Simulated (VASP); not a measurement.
Write the native input for VASP 6.6.1 that does the following.

| Quantity | Value |
| --- | --- |
| Task | single point |
| Functional | PBE |
| Potentials or basis | VASP PAW PBE potentials, release 64 (As, Ru_pv) |
| Cutoff | 520 eV |
| k mesh | 4 × 4 × 4 |
| Occupations | gaussian, width 0.1 eV |
| Spin | no spin polarisation |
| Dipole correction | no |
| Further INCAR settings | ALGO = Normal; EDIFF = 1e-06; NBANDS = 22 |

The structure of As3Ru lies in POSCAR:

```
As3Ru
1.0
    4.6347290400      0.0000000000      0.0000000000
    0.0000000000      4.6347290400      0.0000000000
    0.0000000000      0.0000000000      4.6347290400
As Ru
3 1
Direct
    0.0000000000      0.5000000000      0.5000000000
    0.5000000000      0.0000000000      0.5000000000
    0.5000000000      0.5000000000      0.0000000000
    0.5000000000      0.5000000000      0.5000000000
```

One way to write it, as run:

INCAR

```
ALGO = Normal
EDIFF = 1E-6
ENCUT = 520
GGA = PE
ISIF = 2
ISMEAR = 0
LASPH = T
LCHARG = F
LREAL = F
LWAVE = F
NBANDS = 22
NELM = 80
PREC = Accurate
SIGMA = 0.1
```

KPOINTS

```
k-points
0
Gamma
  4 4 4
```

Potentials or basis: VASP PAW PBE potentials, release 64 (As, Ru_pv).

Run with:

```sh
$ cat potpaw_PBE.64/As/POTCAR potpaw_PBE.64/Ru_pv/POTCAR > POTCAR
$ mpirun -np 1 vasp_std > vasp.out
```

It gave:

- Pressure: 11.3 GPa

Run time: 25 s on 1 thread of AMD EPYC 7R43 64-Core Processor (Zen 3), on a shared host, peak memory 0.17 GiB.
